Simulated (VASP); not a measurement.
Input of a VASP 6.6.1 run:

Contents of INCAR:

```
SYSTEM = In3GaP4
PREC = Accurate ; ENCUT = 520
EDIFF = 1E-6 ; ISMEAR = -1
SIGMA = 0.02 ; LREAL = .FALSE.
LASPH = .TRUE. ; NELM = 80
ALGO = Normal ; ISIF = 2
LWAVE = .FALSE. ; LCHARG = .FALSE.
GGA = PE ; NBANDS = 46
```

The input KPOINTS:

```
regular mesh
0
G
  6 4 4
  0 0 0
```

POSCAR

```
In3GaP4
1.0
    4.0944716147      0.0000000000      0.0000000000
    0.0000000000      4.0989147696      5.8020774311
    0.0000000000     -4.0989147696      5.8020774311
Ga In P
1 3 4
Direct
    0.0000000000     -0.0003972313     -0.0003972313
    0.5000000000      0.0007435020      0.4994344650
    0.5000000000      0.4994344650      0.0007435020
    0.0000000000      0.4993398855      0.4993398855
    0.5000000000      0.1148846643      0.1148846643
    0.0000000000      0.1195913488      0.6414721486
    0.0000000000      0.6414721486      0.1195913488
    0.5000000000      0.6249312173      0.6249312173
```

Potentials or basis: VASP PAW PBE potentials, release 64 (Ga_d, In_d, P).

Run with:

```sh
$ cat potpaw_PBE.64/Ga_d/POTCAR potpaw_PBE.64/In_d/POTCAR potpaw_PBE.64/P/POTCAR > POTCAR
$ mpirun -np 1 vasp_std > vasp.out
```

What does it give for the pressure?

1.8 GPa.

Predict the largest force.

0.030 eV/Å.

Forces on the atoms (eV/Å):
```
Ga   0.000  0.000  0.030
In   0.000  0.026 -0.001
In   0.000 -0.026 -0.001
In   0.000  0.000 -0.018
P    0.000  0.000  0.011
P    0.000  0.014 -0.011
P    0.000 -0.014 -0.011
P    0.000  0.000  0.001
```

Caveat: semilocal functionals underestimate gaps, and a narrow one can read as zero; spin-orbit coupling is left out, which moves the levels of the heavy elements.
